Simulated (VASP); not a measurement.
# Al2Cu (I4/mmm) in VASP: notebook

Runs on Al2Cu. Level: r2SCAN. Tasks: single point.

All numbers are computed with VASP 6.6.1; they aren't measurements. Logs are shortened: lines on timing, memory, paths and dates and some standing lists are left out, and cuts for length are marked.

### Step 1. The cell of the first run

The structure is tetragonal, space group I4/mmm (No. 139). Conventional cell: a = 4.055 Å, b = 4.055 Å, c = 5.304 Å, α = 90.00°, β = 90.00°, γ = 90.00°. Within 3.2 Å of Al (site symmetry -4m2) lie 4 Cu at 2.42 Å and 6 Al at 2.65 to 2.87 Å. Within 3.2 Å of Cu (site symmetry 4/mmm) lie 8 Al at 2.42 Å.

### Step 2. Single point, r2SCAN (strain -0.0750 x Voigt [0, 0, 1, 0, 0, 0])

Input file POSCAR:

```
Al2Cu
1.0
   -2.0273575169      2.0273575169      2.6519634499
    2.0273575169     -2.0273575169      2.6519634499
    2.0273575169      2.0273575169     -2.6519634499
Al Cu
2 1
Direct
    0.7500000000      0.2500000000      0.5000000000
    0.2500000000      0.7500000000      0.5000000000
    0.5000000000      0.5000000000      0.0000000000
```

Input file INCAR.step1:

```
SYSTEM = Al2Cu
  ALGO = Normal
  EDIFF = 1E-4
  ENCUT = 520
  GGA = PE
  ISMEAR = 0
  LASPH = .TRUE.
  LCHARG = .FALSE.
  LREAL = .FALSE.
  LWAVE = .TRUE.
  NBANDS = 16
  NELM = 100
  PREC = Accurate
  SIGMA = 0.15
```

Input file INCAR.step2:

```
SYSTEM = Al2Cu
  ALGO = Normal
  EDIFF = 1E-7
  ENCUT = 520
  ISIF = 2
  ISMEAR = 0
  ISTART = 1
  LASPH = .TRUE.
  LCHARG = .TRUE.
  LELF = .TRUE.
  LMIXTAU = .TRUE.
  LREAL = .FALSE.
  LVHAR = .TRUE.
  LWAVE = .FALSE.
  METAGGA = R2SCAN
  NBANDS = 16
  NELM = 100
  PREC = Accurate
  SIGMA = 0.15
```

Input file KPOINTS:

```
k-points
0
G
  16 16 16
  0 0 0
```

Potentials or basis: VASP PAW PBE potentials, release 64 (Al, Cu).

Started as:

```
> cat potpaw_PBE.64/Al/POTCAR potpaw_PBE.64/Cu/POTCAR > POTCAR
> cp INCAR.step1 INCAR
> mpirun -np 1 vasp_std > vasp.out
> cp INCAR.step2 INCAR
> mpirun -np 1 vasp_std > vasp.out
```

OUTCAR:

```text
SYSTEM = Al2Cu
   EDIFF = 1E-7
   ENCUT = 520
   ISIF = 2
   ISMEAR = 0
   ISTART = 1
   LASPH = .TRUE.
   LREAL = .FALSE.
   METAGGA = R2SCAN
   NELM = 100
   PREC = Accurate

 ion  position               nearest neighbor table
   1  0.750  0.250  0.500-   3 2.42   3 2.42   3 2.42   3 2.42   2 2.65   2 2.65   2 2.87   2 2.87
                             2 2.87   2 2.87
   2  0.250  0.750  0.500-   3 2.42   3 2.42   3 2.42   3 2.42   1 2.65   1 2.65   1 2.87   1 2.87
                             1 2.87   1 2.87
   3  0.500  0.500  0.000-   2 2.42   1 2.42   2 2.42   1 2.42   1 2.42   2 2.42   1 2.42   2 2.42

  LATTYP: Found a body centered tetragonal cell.
 ALAT       =     4.0547150338
 C/A-ratio  =     1.3080886957

  Lattice vectors:

 A1 = (  -2.0273575169,   2.0273575169,   2.6519634499)
 A2 = (   2.0273575169,  -2.0273575169,   2.6519634499)
 A3 = (   2.0273575169,   2.0273575169,  -2.6519634499)

Analysis of symmetry for initial positions (statically):
=====================================================================
 Subroutine PRICEL returns:
 Original cell was already a primitive cell.

 Routine SETGRP: Setting up the symmetry group for a
 body centered tetragonal supercell.

 Subroutine GETGRP returns: Found 16 space group operations
 (whereof 16 operations were pure point group operations)
 out of a pool of 16 trial point group operations.

The static configuration has the point symmetry D_4h.

Analysis of symmetry for dynamics (positions and initial velocities):
=====================================================================
 Subroutine PRICEL returns:
 Original cell was already a primitive cell.

 Routine SETGRP: Setting up the symmetry group for a
 body centered tetragonal supercell.

 Subroutine GETGRP returns: Found 16 space group operations
 (whereof 16 operations were pure point group operations)
 out of a pool of 16 trial point group operations.

The dynamic configuration has the point symmetry D_4h.

 Subroutine INISYM returns: Found 16 space group operations
 (whereof 16 operations are pure point group operations),
 and found     1 'primitive' translations

----------------------------------------------------------------------------------------

                                     Primitive cell

  volume of cell :      43.6002

  direct lattice vectors                    reciprocal lattice vectors
    -2.027357517  2.027357517  2.651963450     0.000000000  0.246626456  0.188539552
     2.027357517 -2.027357517  2.651963450     0.246626456  0.000000000  0.188539552
     2.027357517  2.027357517 -2.651963450     0.246626456  0.246626456  0.000000000

  length of vectors
     3.905543130  3.905543130  3.905543130     0.310438032  0.310438032  0.348782479

  position of ions in fractional coordinates (direct lattice)
     0.750000000  0.250000000  0.500000000
     0.250000000  0.750000000  0.500000000
     0.500000000  0.500000000  0.000000000

  ion indices of the primitive-cell ions
   primitive index   ion index
                 1           1
                 2           2
                 3           3

----------------------------------------------------------------------------------------

 KPOINTS: k-points

Automatic generation of k-mesh.
 Grid dimensions read from file:
 generate k-points for:   16   16   16

 Generating k-lattice:

  Cartesian coordinates                     Fractional coordinates (reciprocal lattice)
     0.000000000  0.015414154  0.011783722     0.062500000  0.000000000  0.000000000
     0.015414154  0.000000000  0.011783722     0.000000000  0.062500000  0.000000000
     0.015414154  0.015414154  0.000000000     0.000000000  0.000000000  0.062500000

  Length of vectors
     0.019402377  0.019402377  0.021798905

  Shift w.r.t. Gamma in fractional coordinates (k-lattice)
     0.000000000  0.000000000  0.000000000

 Subroutine IBZKPT returns following result:
 ===========================================

 Found    349 irreducible k-points:

 Following reciprocal coordinates:
            Coordinates               Weight
  0.000000  0.000000  0.000000      1.000000
  0.062500  0.000000  0.000000      8.000000
  0.125000  0.000000  0.000000      8.000000
  0.187500  0.000000  0.000000      8.000000
  0.250000  0.000000  0.000000      8.000000
  0.312500  0.000000  0.000000      8.000000
[... 16 lines left out ...]
 -0.125000  0.062500  0.000000     16.000000
 -0.062500  0.062500  0.000000      4.000000
 [... further k-points ...]
   k-points           NKPTS =    349   k-points in BZ     NKDIM =    349   number of bands    NBANDS=     16
   number of dos      NEDOS =    301   number of ions     NIONS =      3
   total plane-waves  NPLWV =  27000
   dimension x,y,z NGX =    30 NGY =   30 NGZ =   30
   dimension x,y,z NGXF=    60 NGYF=   60 NGZF=   60
   ions per type =               2   1
   NGX,Y,Z   is equivalent  to a cutoff of  12.77, 12.77, 12.77 a.u.
   NGXF,Y,Z  is equivalent  to a cutoff of  25.54, 25.54, 25.54 a.u.
 SYSTEM =  Al2Cu
   PREC   = accura    normal or accurate (medium, high low for compatibility)
   ISTART =      1    job   : 0-new  1-cont  2-samecut
   ICHARG =      0    charge: 1-file 2-atom 10-const
   ISPIN  =      1    spin polarized calculation?
   LNONCOLLINEAR =      F non collinear calculations
   LSORBIT =      F    spin-orbit coupling
   LASPH  =      T    aspherical Exc in radial PAW
   ENCUT  =  520.0 eV  38.22 Ry    6.18 a.u.   7.26  7.26  7.26*2*pi/ulx,y,z
   NELM   =    100;   NELMIN=  2; NELMDL=  0     # of ELM steps
   EDIFF  = 0.1E-06   stopping-criterion for ELM
   LREAL  =      F    real-space projection
   EDIFFG = 0.1E-05   stopping-criterion for IOM
   NSW    =      0    number of steps for IOM
   IBRION =     -1    ionic relax: 0-MD 1-quasi-New 2-CG
   NFREE  =      0    steps in history (QN), initial steepest desc. (CG)
   ISIF   =      2    stress and relaxation
   ISYM   =      2    0-nonsym 1-usesym 2-fastsym
   POTIM  = 0.5000    time-step for ionic-motion
   TEBEG  =    0.0;   TEEND  =   0.0 temperature during run
   PSTRESS=    0.0 pullay stress
   NELECT =      17.0000    total number of electrons
   NUPDOWN=      -1.0000    fix difference up-down
   EMIN   =  10.00;   EMAX   =-10.00  energy-range for DOS
   EFERMI =   0.00;   METHOD = LEGACY
   ISMEAR =     0;   SIGMA  =   0.15  broadening in eV -4-tet -1-fermi 0-gaus
   EFERMI_NEDOS =   21; number of points for ismear=-14 and -15
   IALGO  =     38    algorithm
   IMIX   =      4    mixing-type and parameters
     AMIX     =   0.40;   BMIX     =  1.00
     AMIX_MAG =   1.60;   BMIX_MAG =  1.00
  volume/ion in A,a.u.               =      14.53        98.08
  Fermi-wavevector in a.u.,A,eV,Ry     =   1.195992  2.260098 19.461742  1.430398
  Thomas-Fermi vector in A             =   2.331944
   LORBIT       =      0    0 simple, 1 ext, 2 COOP (PROOUT), +10 PAW based schemes
   METAGGA = R2SCAN    functional components
   LHFCALC =     F    Hartree Fock is set to
   AEXX    =    0.0000 exact exchange contribution
   IVDW    =     0    specifies the selected vdW correction
   LEPSILON=     F    determine dielectric tensor
   LRPA    =     F    only Hartree local field effects (RPA)
 non-spin polarized calculation
 Gauss-broadening in eV      SIGMA  =   0.15
  energy-cutoff  :      520.00
  volume of cell :       43.60
 maximum number of plane-waves:      1202
 NGX is ok and might be reduce to    30
   NGX = 15   NGY = 15   NGZ = 15

 number of electron      16.9999992 magnetization

 Free energy of the ion-electron system (eV)
  ---------------------------------------------------
  ext. energy  EPLUGINS =         0.00000000
  ---------------------------------------------------
  free energy    TOTEN  =       -24.74014993 eV

  energy without entropy =      -24.73036397  energy(sigma->0) =      -24.73525695

 E-fermi :   7.8639     XC(G=0): -11.5818

 val. band max:        7.8599793861   @ k =  -0.0625  -0.4375   0.0625
 cond. band min:       7.8663206030   @ k =  -0.1250  -0.1875   0.0625
 fundamental gap:      0.0063412169
 Fermi energy:         7.8638882515

 k-point     1 :       0.0000    0.0000    0.0000
  band No.  band energies     occupation
      1      -3.4615      2.00000
      2       2.7459      2.00000
      3       2.8220      2.00000
      4       2.8221      2.00000
      5       3.3170      2.00000
      6       3.4765      2.00000
[... 8 lines left out ...]
     15      14.9368      0.00000
     16      15.3629      0.00000

 k-point     2 :       0.0625    0.0000    0.0000
  band No.  band energies     occupation
      1      -3.4025      2.00000
      2       2.7422      2.00000
      3       2.8184      2.00000
      4       2.8306      2.00000
      5       3.3154      2.00000
      6       3.4730      2.00000
[... 8 lines left out ...]
     15      14.6190      0.00000
     16      16.0653      0.00000

 k-point     3 :       0.1250    0.0000    0.0000
  band No.  band energies     occupation
      1      -3.2261      2.00000
      2       2.7066      2.00000
      3       2.8292      2.00000
      4       2.8535      2.00000
      5       3.3137      2.00000
      6       3.4641      2.00000
[... 8 lines left out ...]
     15      15.2117      0.00000
     16      15.8626      0.00000

 k-point     4 :       0.1875    0.0000    0.0000
  band No.  band energies     occupation
      1      -2.9342      2.00000
      2       2.6188      2.00000
      3       2.8640      2.00000
      4       2.8818      2.00000
      5       3.3198      2.00000
      6       3.4542      2.00000
[... 8 lines left out ...]
     15      15.4265      0.00000
     16      16.2667      0.00000
[... 324 lines left out ...]
 k-point    22 :      -0.1875    0.0625   -0.0000
  band No.  band energies     occupation
      1      -3.0042      2.00000
      2       2.6703      2.00000
      3       2.8412      2.00000
      4       2.8870      2.00000
      5       3.2911      2.00000
      6       3.4693      2.00000
[... 8 lines left out ...]
     15      16.0032      0.00000
     16      16.2681      0.00000

 k-point    23 :      -0.1250    0.0625    0.0000
  band No.  band energies     occupation
      1      -3.2537      2.00000
      2       2.7425      2.00000
      3       2.8045      2.00000
      4       2.8579      2.00000
      5       3.2974      2.00000
      6       3.4738      2.00000
[... 8 lines left out ...]
     15      15.0686      0.00000
     16      16.2347      0.00000

 k-point    24 :      -0.0625    0.0625    0.0000
  band No.  band energies     occupation
      1      -3.3869      2.00000
      2       2.7574      2.00000
      3       2.8036      2.00000
      4       2.8367      2.00000
      5       3.3079      2.00000
      6       3.4760      2.00000
[... 8 lines left out ...]
     15      15.0297      0.00000
     16      15.8335      0.00000

 [... further k-points ...]

------------------------ aborting loop because EDIFF is reached ----------------------------------------

  FORCE on cell =-STRESS in cart. coord.  units (eV):
  Direction    XX          YY          ZZ          XY          YZ          ZX
  --------------------------------------------------------------------------------------
  -------------------------------------------------------------------------------------
  Total        1.6664999      1.6664999      4.8999627      0.0000000      0.0000000      0.0000000
  in kB       61.2389410     61.2389410    180.0591306      0.0000000      0.0000000      0.0000000
  external PRESSURE =     100.8456709 kB  Pullay stress =       0.0000000 kB

 VOLUME and BASIS-vectors are now :
 -----------------------------------------------------------------------------
  energy-cutoff  :      520.00
  volume of cell :       43.60
      direct lattice vectors                 reciprocal lattice vectors
    -2.027357517  2.027357517  2.651963450     0.000000000  0.246626456  0.188539552
     2.027357517 -2.027357517  2.651963450     0.246626456  0.000000000  0.188539552
     2.027357517  2.027357517 -2.651963450     0.246626456  0.246626456  0.000000000

 POSITION                                       TOTAL-FORCE (eV/Angst)
 -----------------------------------------------------------------------------------
      0.00000      2.02736      1.32598        -0.000000     -0.000000      0.000000
      2.02736      0.00000      1.32598        -0.000000      0.000000     -0.000000
      0.00000      0.00000      2.65196         0.000000      0.000000     -0.000000
 -----------------------------------------------------------------------------------
    total drift:                                0.000000     -0.000000      0.000000

  FREE ENERGIE OF THE ION-ELECTRON SYSTEM (eV)
  ---------------------------------------------------
  free  energy   TOTEN  =       -24.7401499323 eV

  energy  without entropy=      -24.7303639744  energy(sigma->0) =      -24.73525695
```

It took 32 min on 1 thread of Intel Xeon 8259CL, shared host; peak memory 0.36 GiB.

Results:

```yaml
Free_energy: -24.7401 eV
Pressure: 10.1 GPa
Band_gap_on_the_k_mesh: zero (an odd number of electrons rules out a gap without spin polarisation)
```

Levels at points of the mesh, in eV from the Fermi level:
| k point | band 6 | band 7 | band 8 | band 9 | band 10 | band 11 | band 12 | band 13 |
| --- | --- | --- | --- | --- | --- | --- | --- | --- |
| (0.00, 0.00, 0.00) | -4.39 | 2.80 | 2.86 | 2.86 | 3.47 | 3.74 | 3.74 | 6.08 |
| (0.50, 0.00, 0.00) | -4.37 | -4.29 | 0.24 | 0.94 | 3.04 | 3.18 | 5.26 | 5.46 |
| (0.50, 0.50, 0.00) | -4.32 | -4.15 | -2.36 | -1.74 | 1.28 | 1.92 | 9.52 | 11.05 |
| (0.50, 0.50, 0.50) | -4.30 | -3.94 | -2.66 | -2.66 | 0.21 | 1.41 | 9.80 | 11.70 |

Caveat: the cell differs from its parent crystal (strain -0.0750 x Voigt [0, 0, 1, 0, 0, 0]); the stress differs along the axes, from 6 to 18 GPa; the PAW data sets were made with another functional, which shifts forces and pressure a little.

(Part 1 of 2 ends here.)
